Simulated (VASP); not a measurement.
Fe:

```
Fe
1.0
     0.00000    3.53100    3.53100
     1.76550    0.00000    1.76550
     1.76550    1.76550    0.00000
Fe
2
Direct
  0.00000 0.00000 0.00000
  0.50000 0.00000 0.00000
```

This isn't the form of Fe at room conditions, which is bcc.

Base run:

* Program: VASP 6.6.1
* Functional: PBEsol
* Potentials or basis: VASP PAW PBE potentials, release 64 (Fe)
* Cutoff: 600 eV
* k mesh: 6 × 11 × 11
* Occupations: fermi-dirac, width 0.1 eV
* Spin: collinear spin, ferromagnetic start
* Starting moments: [1.3, 1.3] μB

Its results: pressure -17.7 GPa; net moment 2.42 μB per cell; site moments Fe +1.20 μB.

Problem. The run is repeated on the same cell with these changes: spin from collinear spin, ferromagnetic start to collinear spin, antiferromagnetic start; moments at the start from [1.3, 1.3] to [4.0, -4.0]. What comes out?

Solution. Pressure -18.1 GPa; net moment 0.00 μB per cell; site moments Fe +1.28, -1.28 μB.

Caveats: the cell stands under tension; the PAW data sets were made with another functional, which shifts forces and pressure a little; the antiferromagnetic order is the one typed at the start, and another may lie lower (at least some runs).
